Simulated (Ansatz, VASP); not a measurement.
**Two plane-wave programs on Mo3W**

INCAR

```
SYSTEM = Mo3W
PREC = Accurate
ENCUT = 600
EDIFF = 1E-7
ISMEAR = 0
SIGMA = 0.1
LREAL = .FALSE.
LASPH = .TRUE.
NELM = 80
ALGO = Fast
ISIF = 3
LWAVE = .FALSE.
LCHARG = .FALSE.
GGA = PE
IBRION = 2
NSW = 100
EDIFFG = -0.01
```

The input KPOINTS:

```
regular mesh
0
G
  12 12 12
  0 0 0
```

The input POSCAR:

```
Mo3W
1.0
    4.0180092772      0.0000000000      0.0000000000
    0.0000000000      4.0180092772      0.0000000000
    0.0000000000      0.0000000000      4.0180092772
Mo W
3 1
Direct
    0.0000000000      0.5000000000      0.5000000000
    0.5000000000      0.0000000000      0.5000000000
    0.5000000000      0.5000000000      0.0000000000
    0.0000000000      0.0000000000      0.0000000000
```

Input for Ansatz:

```yaml
crystal:
  lattice:
    - [4.0180092772, 0.0, 0.0]
    - [0.0, 4.0180092772, 0.0]
    - [0.0, 0.0, 4.0180092772]
  atoms:
    - { symbol: Mo, position: [0.0, 0.5, 0.5] }
    - { symbol: Mo, position: [0.5, 0.0, 0.5] }
    - { symbol: Mo, position: [0.5, 0.5, 0.0] }
    - { symbol: W, position: [0.0, 0.0, 0.0] }
basis:
  ecutwfc: 420
kpoints:
  mp_grid: { grid: [12, 12, 12] }
hamiltonian:
  xc: pbe
scf:
  occupations: { method: gaussian, width: 0.1 }
output:
  forces: true
  stress: true
  eigenvalues: true
relax:
  adjacent_minimum: "off"
  f_tol: 0.01
  max_steps: 80
  cell: { stress_tol: 0.05 }
```

Alike in both runs: task relaxation of cell and atoms; functional PBE; k mesh 12 × 12 × 12; occupations gaussian, width 0.1 eV; no spin polarisation.

|  | VASP | Ansatz |
| --- | --- | --- |
| version | VASP 6.6.1 | Ansatz 0.2.0 |
| potentials or method | VASP PAW PBE potentials, release 64 (Mo_sv, W_sv), cutoff 600 eV | scalar-relativistic, plane waves, PAW |
| valence electrons in the cell | 56 | 56 |

```csv
,VASP,Ansatz,Ansatz less VASP
"gap on the k mesh at the Fermi level, each at its own relaxed structure (eV)",none,none,-
relaxed volume (Å³/atom),16.16,16.13,-0.025
relaxed cell length with the largest relative difference (Å),4.013,4.011,-0.0021
```

A gap of «none» marks a metal or a gap that the smearing closes.

Neither program's run includes spin-orbit coupling.
